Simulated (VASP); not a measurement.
Here is a VASP 6.6.1 calculation.

The input INCAR:

```
SYSTEM = Ta12Si
  PREC = Accurate
  ENCUT = 520
  EDIFF = 1E-6
  ISMEAR = 0
  SIGMA = 0.1
  LREAL = .False.
  LASPH = .True.
  NELM = 100
  ALGO = Fast
  ISIF = 2
  LWAVE = .False.
  LCHARG = .False.
  LDIPOL = .True.
  IDIPOL = 3
  DIPOL = 0.5 0.5 0.329
  GGA = CA
  NBANDS = 80
```

KPOINTS

```
regular mesh
0
Gamma
  5 5 1
  0 0 0
```

The input POSCAR:

```
Ta12Si
1.0
    5.6341016690      0.0000000000      0.0000000000
   -1.8780338897      5.3118819947      0.0000000000
    0.0000000000      0.0000000000     19.9444203651
Ta Si
12 1
Direct
    0.2500000000      0.2500000000      0.2005573452
    0.2500000000      0.7500000000      0.2005573452
    0.7500000000      0.2500000000      0.2005573452
    0.7500000000      0.7500000000      0.2005573452
    0.0000000000      0.0000000000      0.3119800438
    0.0000000000      0.5000000000      0.3119800438
    0.5000000000      0.0000000000      0.3119800438
    0.5000000000      0.5000000000      0.3119800438
    0.2463349518      0.2791318498      0.4285906104
    0.2264614901      0.7735385099      0.4187246359
    0.7397264587      0.2602735413      0.4287314892
    0.7208681502      0.7536650482      0.4285906104
    0.3333333333      0.6666666667      0.5280962417
```

Potentials or basis: VASP PAW LDA potentials, release 64 (Ta_pv, Si).

Launch:

```bash
$ cat potpaw_LDA.64/Ta_pv/POTCAR potpaw_LDA.64/Si/POTCAR > POTCAR
$ mpirun -np 1 vasp_std > vasp.out
```

**Question.** Estimate the band gap on the k mesh.

**Answer.** Zero (bands 68 and 69 overlap by 0.70 eV).

**Question.** Predict the largest force.

**Answer.** 0.938 eV/Å.

Forces on the atoms (eV/Å):
```
Ta   0.117  0.035  0.042
Ta  -0.076  0.054 -0.027
Ta   0.076 -0.054  0.201
Ta   0.006 -0.122  0.042
Ta  -0.341  0.241  0.134
Ta  -0.568 -0.468 -0.355
Ta   0.252  0.692 -0.355
Ta  -0.236  0.167  0.133
Ta   0.003 -0.014  0.030
Ta  -0.013  0.009  0.027
Ta   0.003 -0.002  0.052
Ta   0.014  0.002  0.030
Si   0.765 -0.541  0.043
```

Caveat: spin-orbit coupling is left out, which moves the levels of the heavy elements.
